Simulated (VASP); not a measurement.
Mn:

```
Mn
1.0
     3.65689    0.00000    0.00000
    -1.82844    3.16696    0.00000
     0.00000    0.00000    4.34526
Mn
4
Direct
  0.00000 0.00000 0.25000
  0.00000 0.00000 0.75000
  0.33333 0.66667 0.75000
  0.66667 0.33333 0.25000
```

This isn't the form of Mn at room conditions, which is a 58-atom cubic cell.

```yaml
Program: VASP 6.6.1
Task: relaxation of cell and atoms
Functional: r2SCAN
Potentials_or_basis: VASP PAW PBE potentials, release 64 (Mn_pv)
Cutoff: 600 eV
k_mesh: 6 × 6 × 4
Occupations: gaussian, width 0.1 eV
Spin: no spin polarisation
```

At the start: pressure -0.2 GPa; volume 12.58 Å³/atom.

Q: Where does the relaxation end?

A: Over 3 steps the energy falls by 3.4 meV/atom and the volume is 12.56 Å³/atom (-0.2 %); space group P6_3/mmc (No. 194, to 0.1 Å) before and after.

Step by step:
```
step  energy change (eV)  largest force (eV/Å)  pressure (GPa)  volume (Å³)
   1              0.0000                0.0000           -0.18        50.32
   2             -0.0132                0.0000           -0.15        50.21
   3             -0.0137                0.0000           -0.17        50.23
```

Final structure:
```xyz
4
Lattice="3.6796 0.0000 0.0000 -1.8398 3.1866 0.0000 0.0000 0.0000 4.2836" Properties=species:S:1:pos:R:3 pbc="T T T"
Mn    0.0000    0.0000    1.0709
Mn    0.0000    0.0000    3.2127
Mn    0.0000    2.1244    3.2127
Mn    1.8398    1.0622    1.0709
```

Caveat: the k points lie up to 0.37 Å⁻¹ apart in the final cell, too coarse for converged energies and pressures of a metal; the PAW data sets were made with another functional, which shifts forces and pressure a little; the run has no spin polarisation, though such a crystal can be magnetic.
